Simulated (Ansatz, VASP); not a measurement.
Ni: VASP beside Ansatz

```
Ni
1.0
     0.00000    1.76726    1.76726
     1.76726    0.00000    1.76726
     1.76726    1.76726    0.00000
Ni
1
Direct
  0.00000 0.00000 0.00000
```

Alike in both runs: task single point; functional PBE; k mesh 14 × 14 × 14; occupations fermi-dirac, width 0.1 eV; collinear spin.

|  | VASP | Ansatz |
| --- | --- | --- |
| version | VASP 6.6.1 | Ansatz 0.2.0 |
| potentials or method | VASP PAW PBE potentials, release 64 (Ni), cutoff 600 eV | PAW, plane waves, scalar-relativistic |
| valence electrons in the cell | 10 | 18 |

```tsv
	VASP	Ansatz	Ansatz less VASP
pressure (GPa)	-2.3	-2.3	+0.04
net moment per atom (μB)	0.60	0.62	+0.016
size of the moment on the site where the two differ most (μB)	0.61	0.66	+0.043
```

Site moments also hang on the region over which each program counts them. With one functional, cell and mesh, what is left measures potentials, basis and numerics. VASP's potentials hold 10 valence electrons a cell and Ansatz's 18, so a difference there can come from the potentials and not from the codes.
